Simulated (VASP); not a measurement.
A run of VASP 6.6.1 is set up as follows.

INCAR

```
SYSTEM = Sb
ALGO = Normal
EDIFF = 1E-8
ENCUT = 600
IBRION = 6
ISIF = 3
ISMEAR = -1
LASPH = .True.
LCHARG = .True.
LREAL = .False.
LWAVE = .False.
NELM = 60
NFREE = 2
NSW = 1
POTIM = 0.015
PREC = Accurate
SIGMA = 0.05
```

File KPOINTS:

```
k-points
0
Gamma
  7 7 7
  0 0 0
```

Contents of POSCAR:

```
Sb
1.0
   -1.8713408863      1.8713408863      1.8713408863
    1.8713408863     -1.8713408863      1.8713408863
    1.8713408863      1.8713408863     -1.8713408863
Sb
1
Direct
    0.0000000000      0.0000000000      0.0000000000
```

Potentials or basis: VASP PAW LDA potentials, release 64 (Sb).

The run is started by

```sh
$ cat potpaw_LDA.64/Sb/POTCAR > POTCAR
$ mpirun -np 1 vasp_std > vasp.out
```

What does it give for the elastic constants C11, C12, C44?

-5, 84, 37 GPa.

What does it give for the Voigt bulk modulus?

54 GPa.

Elastic tensor in Voigt notation (GPa, in the Cartesian axes of the cell as first typed):
```
-5 84 84  0  0  0
84 -5 84  0  0  0
84 84 -5  0  0  0
 0  0  0 37  0  0
 0  0  0  0 37  0
 0  0  0  0  0 37
```

Caveat: the cell is under stress, which shifts elastic constants; the elastic tensor has a negative eigenvalue, so either the cell is unstable as it stands or the mesh is too thin.
